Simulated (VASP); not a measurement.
# Bi (Cmce) in VASP: relaxation of cell and atoms with PBE

Aim: the relaxation of cell and atoms of Bi with PBE.

Program: VASP 6.6.1. These are calculated values, not measurements. Logs are shortened: lines on timing, memory, paths and dates and some standing lists are left out, and cuts for length are marked.

**1. The cell of the first run**

Symmetry: Cmce, No. 64, orthorhombic system. Conventional cell: a = 4.597 Å, b = 12.896 Å, c = 4.934 Å, α = 90.00°, β = 90.00°, γ = 90.00°. Within 4.3 Å of Bi (site symmetry m) lie 9 Bi at 3.06 to 4.21 Å.

**2. Relaxation of cell and atoms, PBE**

Contents of INCAR:

```
PREC = Accurate ; ENCUT = 600
EDIFF = 1E-6 ; ISMEAR = 0
SIGMA = 0.01 ; LREAL = F
LASPH = T ; NELM = 100
ALGO = Fast ; ISIF = 3
LWAVE = F ; LCHARG = F
GGA = PE ; IBRION = 2
NSW = 100 ; EDIFFG = -0.01
```

Contents of KPOINTS:

```
regular mesh
0
Gamma
  8 8 8
```

Contents of POSCAR:

```
Bi
1.0
    2.2983316651     -6.4479828800      0.0000000000
    2.2983316651      6.4479828800      0.0000000000
    0.0000000000      0.0000000000      4.9335796660
Bi
4
Direct
    0.1177703961      0.8822296039      0.9593215242
    0.6177703961      0.3822296039      0.5406784758
    0.8822296039      0.1177703961      0.0406784758
    0.3822296039      0.6177703961      0.4593215242
```

Potentials or basis: VASP PAW PBE potentials, release 64 (Bi_d).

Run with:

```sh
cat potpaw_PBE.64/Bi_d/POTCAR > POTCAR
mpirun -np 1 vasp_std > vasp.out
```

OUTCAR:

```text
PREC = Accurate
   ENCUT = 600
   EDIFF = 1E-6
   ISMEAR = 0
   LREAL = F
   LASPH = T
   NELM = 100
   ISIF = 3
   GGA = PE
   IBRION = 2
   NSW = 100
   EDIFFG = -0.01

 ion  position               nearest neighbor table
   1  0.118  0.882  0.959-   3 3.06   2 3.09   2 3.09   2 3.68   2 3.68
   2  0.618  0.382  0.541-   4 3.06   1 3.09   1 3.09   1 3.68   1 3.68
   3  0.882  0.118  0.041-   1 3.06   4 3.09   4 3.09   4 3.68   4 3.68
   4  0.382  0.618  0.459-   2 3.06   3 3.09   3 3.09   3 3.68   3 3.68

  LATTYP: Found a base centered orthorhombic cell.
 ALAT       =     4.5966633302
 B/A-ratio  =     2.8055058275
 C/A-ratio  =     1.0732958478

  Lattice vectors:

 A1 = (   2.2983316651,  -6.4479828800,   0.0000000000)
 A2 = (   2.2983316651,   6.4479828800,   0.0000000000)
 A3 = (   0.0000000000,   0.0000000000,   4.9335796660)

Analysis of symmetry for initial positions (statically):
=====================================================================
 Subroutine PRICEL returns:
 Original cell was already a primitive cell.

 Routine SETGRP: Setting up the symmetry group for a
 base centered orthorhombic supercell.

 Subroutine GETGRP returns: Found  8 space group operations
 (whereof  4 operations were pure point group operations)
 out of a pool of  8 trial point group operations.

The static configuration has the point symmetry C_2h.
 The point group associated with its full space group is D_2h.

Analysis of symmetry for dynamics (positions and initial velocities):
=====================================================================
 Subroutine PRICEL returns:
 Original cell was already a primitive cell.

 Routine SETGRP: Setting up the symmetry group for a
 base centered orthorhombic supercell.

 Subroutine GETGRP returns: Found  8 space group operations
 (whereof  4 operations were pure point group operations)
 out of a pool of  8 trial point group operations.

The dynamic configuration has the point symmetry C_2h.
 The point group associated with its full space group is D_2h.

 Subroutine INISYM returns: Found  8 space group operations
 (whereof  4 operations are pure point group operations),
 and found     1 'primitive' translations

----------------------------------------------------------------------------------------

                                     Primitive cell

  volume of cell :     146.2274

  direct lattice vectors                    reciprocal lattice vectors
     2.298331665 -6.447982880  0.000000000     0.217549106 -0.077543630  0.000000000
     2.298331665  6.447982880  0.000000000     0.217549106  0.077543630  0.000000000
     0.000000000  0.000000000  4.933579666     0.000000000  0.000000000  0.202692582

  length of vectors
     6.845349638  6.845349638  4.933579666     0.230955901  0.230955901  0.202692582

  position of ions in fractional coordinates (direct lattice)
     0.117770396  0.882229604  0.959321524
     0.617770396  0.382229604  0.540678476
     0.882229604  0.117770396  0.040678476
     0.382229604  0.617770396  0.459321524

  ion indices of the primitive-cell ions
   primitive index   ion index
                 1           1
                 2           2
                 3           3
                 4           4

----------------------------------------------------------------------------------------

 KPOINTS: regular mesh

Automatic generation of k-mesh.
 Grid dimensions read from file:
 generate k-points for:    8    8    8

 Generating k-lattice:

  Cartesian coordinates                     Fractional coordinates (reciprocal lattice)
     0.027193638 -0.009692954  0.000000000     0.125000000  0.000000000  0.000000000
     0.027193638  0.009692954  0.000000000     0.000000000  0.125000000  0.000000000
     0.000000000  0.000000000  0.025336573     0.000000000  0.000000000  0.125000000

  Length of vectors
     0.028869488  0.028869488  0.025336573

  Shift w.r.t. Gamma in fractional coordinates (k-lattice)
     0.000000000  0.000000000  0.000000000

 Subroutine IBZKPT returns following result:
 ===========================================

 Found    105 irreducible k-points:

 Following reciprocal coordinates:
            Coordinates               Weight
  0.000000  0.000000  0.000000      1.000000
  0.125000  0.000000  0.000000      4.000000
  0.250000  0.000000  0.000000      4.000000
  0.375000  0.000000  0.000000      4.000000
  0.500000  0.000000  0.000000      2.000000
  0.125000  0.125000  0.000000      2.000000
[... 16 lines left out ...]
  0.125000  0.000000  0.125000      8.000000
  0.250000  0.000000  0.125000      8.000000
 [... further k-points ...]
   k-points           NKPTS =    105   k-points in BZ     NKDIM =    105   number of bands    NBANDS=     36
   number of dos      NEDOS =    301   number of ions     NIONS =      4
   total plane-waves  NPLWV = 125440
   dimension x,y,z NGX =    56 NGY =   56 NGZ =   40
   dimension x,y,z NGXF=   112 NGYF=  112 NGZF=   80
   ions per type =               4
   NGX,Y,Z   is equivalent  to a cutoff of  13.60, 13.60, 13.48 a.u.
   NGXF,Y,Z  is equivalent  to a cutoff of  27.20, 27.20, 26.96 a.u.
 SYSTEM =  unknown system
   PREC   = accura    normal or accurate (medium, high low for compatibility)
   ISTART =      0    job   : 0-new  1-cont  2-samecut
   ICHARG =      2    charge: 1-file 2-atom 10-const
   ISPIN  =      1    spin polarized calculation?
   LNONCOLLINEAR =      F non collinear calculations
   LSORBIT =      F    spin-orbit coupling
   LASPH  =      T    aspherical Exc in radial PAW
   ENCUT  =  600.0 eV  44.10 Ry    6.64 a.u.  13.67 13.67  9.85*2*pi/ulx,y,z
   NELM   =    100;   NELMIN=  2; NELMDL= -5     # of ELM steps
   EDIFF  = 0.1E-05   stopping-criterion for ELM
   LREAL  =      F    real-space projection
   EDIFFG = -.1E-01   stopping-criterion for IOM
   NSW    =    100    number of steps for IOM
   IBRION =      2    ionic relax: 0-MD 1-quasi-New 2-CG
   NFREE  =      1    steps in history (QN), initial steepest desc. (CG)
   ISIF   =      3    stress and relaxation
   ISYM   =      2    0-nonsym 1-usesym 2-fastsym
   POTIM  = 0.5000    time-step for ionic-motion
   TEBEG  =    0.0;   TEEND  =   0.0 temperature during run
   PSTRESS=    0.0 pullay stress
   NELECT =      60.0000    total number of electrons
   NUPDOWN=      -1.0000    fix difference up-down
   EMIN   =  10.00;   EMAX   =-10.00  energy-range for DOS
   EFERMI =   0.00;   METHOD = LEGACY
   ISMEAR =     0;   SIGMA  =   0.01  broadening in eV -4-tet -1-fermi 0-gaus
   EFERMI_NEDOS =   21; number of points for ismear=-14 and -15
   IALGO  =     68    algorithm
   IMIX   =      4    mixing-type and parameters
     AMIX     =   0.40;   BMIX     =  1.00
     AMIX_MAG =   1.60;   BMIX_MAG =  1.00
  volume/ion in A,a.u.               =      36.56       246.70
  Fermi-wavevector in a.u.,A,eV,Ry     =   1.216510  2.298871 20.135215  1.479897
  Thomas-Fermi vector in A             =   2.351861
   LORBIT       =      0    0 simple, 1 ext, 2 COOP (PROOUT), +10 PAW based schemes
   GGA     = PE    functional components
   LHFCALC =     F    Hartree Fock is set to
   AEXX    =    0.0000 exact exchange contribution
   IVDW    =     0    specifies the selected vdW correction
   LEPSILON=     F    determine dielectric tensor
   LRPA    =     F    only Hartree local field effects (RPA)
 conjugate gradient relaxation of ions
 non-spin polarized calculation
 RMM-DIIS sequential band-by-band and
 Gauss-broadening in eV      SIGMA  =   0.01
  energy-cutoff  :      600.00
  volume of cell :      146.23
 maximum number of plane-waves:      4906
   NGX = 27   NGY = 27   NGZ = 19

--------------------------------------- Ionic step        1  -------------------------------------------

 number of electron      60.0000006 magnetization

 Free energy of the ion-electron system (eV)
  ---------------------------------------------------
  ext. energy  EPLUGINS =         0.00000000
  ---------------------------------------------------
  free energy    TOTEN  =       -15.34534888 eV

  energy without entropy =      -15.34529209  energy(sigma->0) =      -15.34532048

------------------------ aborting loop because EDIFF is reached ----------------------------------------

  FORCE on cell =-STRESS in cart. coord.  units (eV):
  Direction    XX          YY          ZZ          XY          YZ          ZX
  --------------------------------------------------------------------------------------
  -------------------------------------------------------------------------------------
  Total        0.0924418      0.1086206      0.5586028      0.0000000      0.0000000      0.0000000
  in kB        1.0128624      1.1901286      6.1204724      0.0000000      0.0000000      0.0000000
  external PRESSURE =       2.7744878 kB  Pullay stress =       0.0000000 kB
[... 95 lines left out ...]
  FREE ENERGIE OF THE ION-ELECTRON SYSTEM (eV)
  ---------------------------------------------------
  free  energy   TOTEN  =       -15.3484299890 eV

  energy  without entropy=      -15.3483849886  energy(sigma->0) =      -15.34840749

[... ionic steps 4 to 9 ...]

--------------------------------------- Ionic step       10  -------------------------------------------

 number of electron      60.0000003 magnetization

------------------------ aborting loop because EDIFF is reached ----------------------------------------

  FORCE on cell =-STRESS in cart. coord.  units (eV):
  Direction    XX          YY          ZZ          XY          YZ          ZX
  --------------------------------------------------------------------------------------
  -------------------------------------------------------------------------------------
  Total        0.0925745     -0.0031981      0.0680952      0.0000000      0.0000000      0.0000000
  in kB        1.0179431     -0.0351657      0.7487701      0.0000000      0.0000000      0.0000000
  external PRESSURE =       0.5771825 kB  Pullay stress =       0.0000000 kB
[... 61 lines left out ...]
  energy  without entropy=      -15.3518540299  energy(sigma->0) =      -15.35188807

--------------------------------------- Ionic step       12  -------------------------------------------

 number of electron      60.0000003 magnetization

 Free energy of the ion-electron system (eV)
  ---------------------------------------------------
  ext. energy  EPLUGINS =         0.00000000
  ---------------------------------------------------
  free energy    TOTEN  =       -15.35194285 eV

  energy without entropy =      -15.35187289  energy(sigma->0) =      -15.35190787

 E-fermi :   5.7387     XC(G=0):  -9.3892

 val. band max:        5.7358792427   @ k =  -0.3750   0.3750   0.1250
 cond. band min:       5.7580728472   @ k =   0.5000   0.3750   0.1250
 fundamental gap:      0.0221936045
 Fermi energy:         5.7387117585

 k-point     1 :       0.0000    0.0000    0.0000
  band No.  band energies     occupation
      1     -16.9153      2.00000
      2     -16.9097      2.00000
      3     -16.8898      2.00000
      4     -16.7949      2.00000
      5     -16.7861      2.00000
      6     -16.7767      2.00000
[... 925 lines left out ...]
     35       9.1649      0.00000
     36       9.4643      0.00000

 [... further k-points ...]

------------------------ aborting loop because EDIFF is reached ----------------------------------------

  FORCE on cell =-STRESS in cart. coord.  units (eV):
  Direction    XX          YY          ZZ          XY          YZ          ZX
  --------------------------------------------------------------------------------------
  -------------------------------------------------------------------------------------
  Total       -0.0284904     -0.0076511     -0.0301385      0.0000000     -0.0000000      0.0000000
  in kB       -0.3129069     -0.0840316     -0.3310076      0.0000000     -0.0000000      0.0000000
  external PRESSURE =      -0.2426487 kB  Pullay stress =       0.0000000 kB
[... 19 lines left out ...]
  FREE ENERGIE OF THE ION-ELECTRON SYSTEM (eV)
  ---------------------------------------------------
  free  energy   TOTEN  =       -15.3519428532 eV

  energy  without entropy=      -15.3518728869  energy(sigma->0) =      -15.35190787

 reached required accuracy - stopping structural energy minimisation
```

Run time: 2.7 h. Hardware: 1 thread of Intel Xeon 8259CL, shared host; peak memory 0.71 GiB.

What came out:

* Free energy: -15.3519 eV
* Relaxed volume: 36.47 Å³/atom
* Relaxed cell: a = 6.794 Å, b = 6.794 Å, c = 4.996 Å, α = 90.00°, β = 90.00°, γ = 140.75°
* Space group after relaxing (to 0.1 Å): Cmce (No. 64)
* Energy gained by relaxing: 1.6 meV/atom
* Ionic steps: 12
* Pressure after relaxing: 0.0 GPa
* Largest force after relaxing: 0.007 eV/Å
* Band gap on the k mesh: zero (bands 30 and 31 overlap by 0.37 eV)

Forces in eV/Å, atoms in the order of the input:
```
Bi   0.000 -0.006 -0.004
Bi   0.000 -0.006  0.004
Bi   0.000  0.006  0.004
Bi   0.000  0.006 -0.004
```

The path:
```csv
step,energy change (eV),largest force (eV/Å),pressure (GPa),volume (Å³)
1,0.0000,0.1114,0.28,146.23
2,-0.0031,0.0276,-0.21,147.57
3,-0.0031,0.0344,-0.19,147.50
4,-0.0047,0.0334,-0.12,147.00
5,-0.0056,0.0482,0.05,146.07
6,-0.0057,0.0481,0.03,146.26
7,-0.0060,0.0146,-0.06,146.28
8,-0.0060,0.0183,-0.04,146.28
9,-0.0063,0.0075,-0.01,146.01
10,-0.0065,0.0100,0.06,145.71
11,-0.0066,0.0082,-0.04,145.95
12,-0.0066,0.0068,-0.02,145.88
```

Final structure:
```cif
data_structure
_symmetry_space_group_name_H-M 'P 1'
_symmetry_Int_Tables_number 1
_cell_length_a 6.7937
_cell_length_b 6.7937
_cell_length_c 4.9957
_cell_angle_alpha 90.000
_cell_angle_beta 90.000
_cell_angle_gamma 140.752
_cell_volume 145.88
loop_
_atom_site_label
_atom_site_type_symbol
_atom_site_fract_x
_atom_site_fract_y
_atom_site_fract_z
_atom_site_occupancy
Bi1 Bi 0.11934 0.88066 0.96036 1
Bi2 Bi 0.61934 0.38066 0.53964 1
Bi3 Bi 0.88066 0.11934 0.03964 1
Bi4 Bi 0.38066 0.61934 0.46036 1
```

Caveat: spin-orbit coupling is left out, which moves the levels of the heavy elements.

The gap in the log of VASP goes by the Fermi energy; the results here count the filled bands.